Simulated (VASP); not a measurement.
Wanted: the native input for a VASP 6.6.1 run.

* Task: relaxation of shape and atoms at fixed volume
* Functional: PBE
* Potentials or basis: VASP PAW PBE potentials, release 64 (Pb_d, Te)
* Cutoff: 600 eV
* k mesh: 10 × 10 × 10
* Occupations: gaussian, width 0.05 eV
* Spin: no spin polarisation
* Dipole correction: no
* Further INCAR settings: ALGO = Normal; EDIFF = 1e-06; IBRION = 2; EDIFFG = -0.01; NSW = 60; ISIF = 4

The structure of Te2Pb lies in POSCAR:

```
Te2Pb
1.0
    2.2062842592      1.2737988110      6.2946708202
   -2.2062842592      1.2737988110      6.2946708202
    0.0000000000     -2.5475976220      6.2946708202
Pb Te
1 2
Direct
    0.0000000000      0.0000000000      0.0000000000
    0.2285457835      0.2285457835      0.2285457835
    0.7714542165      0.7714542165      0.7714542165
```

This cell differs from its parent crystal: volume scaled by 1.040.

These files were run (other wordings do the same):

INCAR

```
SYSTEM = Te2Pb
PREC = Accurate
ENCUT = 600
EDIFF = 1E-6
ISMEAR = 0
SIGMA = 0.05
LREAL = .False.
LASPH = .True.
NELM = 60
ALGO = Normal
ISIF = 4
LWAVE = .False.
LCHARG = .False.
GGA = PE
IBRION = 2
NSW = 60
EDIFFG = -0.01
```

KPOINTS

```
Automatic mesh
0
Gamma
  10 10 10
  0 0 0
```

Potentials or basis: VASP PAW PBE potentials, release 64 (Pb_d, Te).

The run is started by

```bash
$ cat potpaw_PBE.64/Pb_d/POTCAR potpaw_PBE.64/Te/POTCAR > POTCAR
$ mpirun -np 1 vasp_std > vasp.out
```

It gave:

```json
{
  "Energy gained by relaxing": "0.3 meV/atom",
  "Ionic steps": "7",
  "Pressure after relaxing": "-1.3 GPa",
  "Largest force after relaxing": "0.008 eV/Å",
  "Band gap on the k mesh": "zero (band 13 reaches 5.46 eV, above the bottom of band 14 at 4.66 eV)"
}
```

Caveat: spin-orbit coupling is left out, which moves the levels of the heavy elements.

Wall time 42 min on 1 thread of Oxide Virtual Turin-like Processor, on a shared host, peak memory 0.56 GiB.
